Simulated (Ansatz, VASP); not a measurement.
**HfSi2B2: VASP beside Ansatz**

```
Hf Si B
1.0
     5.56144    0.00000    0.00000
     0.00000    5.56144    0.00000
     0.00000    0.00000    5.56144
Hf Si B
2 4 4
Cartesian
  0.0000 0.0000 0.0000
  2.7807 2.7807 2.7807
  4.1711 4.1711 4.1711
  1.3904 1.3904 4.1711
  1.3904 4.1711 1.3904
  4.1711 1.3904 1.3904
  1.3904 1.3904 1.3904
  4.1711 4.1711 1.3904
  4.1711 1.3904 4.1711
  1.3904 4.1711 4.1711
```

Alike in both runs: functional PBE; k mesh 4 × 4 × 4; occupations gaussian, width 0.1 eV; no spin polarisation.

Ansatz relaxed the structure, and its values are those at the end. VASP's run is a single point on that final structure, the one shown.

|  | VASP | Ansatz |
| --- | --- | --- |
| version | VASP 6.6.1 | Ansatz 0.2.0 |
| potentials or method | VASP PAW PBE potentials, release 64 (Hf_pv, Si, B), cutoff 520 eV | scalar-relativistic, plane waves, PAW |
| valence electrons in the cell | 48 | 80 |

|  | VASP | Ansatz | Ansatz less VASP |
| --- | --- | --- | --- |
| gap on the k mesh at the Fermi level (eV) | none | none | - |
| pressure (GPa) | 0.8 | 0.0 | -0.77 |

A gap of «none» marks a metal or a gap that the smearing closes. VASP's potentials hold 48 valence electrons a cell and Ansatz's 80, so a difference there can come from the potentials and not from the codes.

Spin-orbit coupling is off throughout.
